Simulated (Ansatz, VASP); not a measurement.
# BeS in VASP and in Ansatz

Contents of POSCAR:

```
BeS
1.0
    0.0000000000      2.3522500000      2.3522500000
    2.3522500000      0.0000000000      2.3522500000
    2.3522500000      2.3522500000      0.0000000000
Be S
1 1
Direct
    0.0000000000      0.0000000000      0.0000000000
    0.7500000000      0.7500000000      0.7500000000
```

File INCAR.step1:

```
PREC = Accurate
ENCUT = 520
ISMEAR = 0
SIGMA = 0.05
LREAL = F
LASPH = T
NELM = 60
NBANDS = 11
GGA = PE
ALGO = Normal
EDIFF = 1E-4
LWAVE = T
LCHARG = F
```

The input INCAR.step2:

```
PREC = Accurate
ENCUT = 520
EDIFF = 1E-6
ISMEAR = 0
SIGMA = 0.05
LREAL = F
LASPH = T
NELM = 60
ALGO = Normal
ISIF = 2
LWAVE = F
LCHARG = F
METAGGA = R2SCAN
LMIXTAU = T
NBANDS = 11
ISTART = 1
```

File KPOINTS:

```
regular mesh
0
Gamma
  8 8 8
```

Input for Ansatz:

```yaml
crystal:
  lattice:
    - [0.0, 2.35225, 2.35225]
    - [2.35225, 0.0, 2.35225]
    - [2.35225, 2.35225, 0.0]
  atoms:
    - { symbol: Be, position: [0.0, 0.0, 0.0] }
    - { symbol: S, position: [0.75, 0.75, 0.75] }
basis:
  ecutwfc: 500
kpoints:
  mp_grid: { grid: [8, 8, 8] }
hamiltonian:
  xc: r2scan
scf:
  occupations: { method: gaussian, width: 0.05 }
output:
  forces: true
  stress: true
  eigenvalues: true
```

Change from the starting cell: strain -0.030 along x and y, -0.030 along z, atoms carried along.

Alike in both runs: task single point; functional r2SCAN; k mesh 8 × 8 × 8; occupations gaussian, width 0.05 eV; no spin polarisation.

|  | VASP | Ansatz |
| --- | --- | --- |
| version | VASP 6.6.1 | Ansatz 0.2.0 |
| potentials or method | VASP PAW PBE potentials, release 64 (Be, S), cutoff 520 eV | scalar-relativistic, plane waves, PAW |
| valence electrons in the cell | 8 | 8 |

```csv
,VASP,Ansatz,Ansatz less VASP
gap on the k mesh at the Fermi level (eV),3.35,3.34,-0.009
least direct gap on the mesh (eV),6.18,6.15,-0.031
pressure (GPa),12.4,12.2,-0.28
```

VASP's potentials were made for PBE, not for r2SCAN.
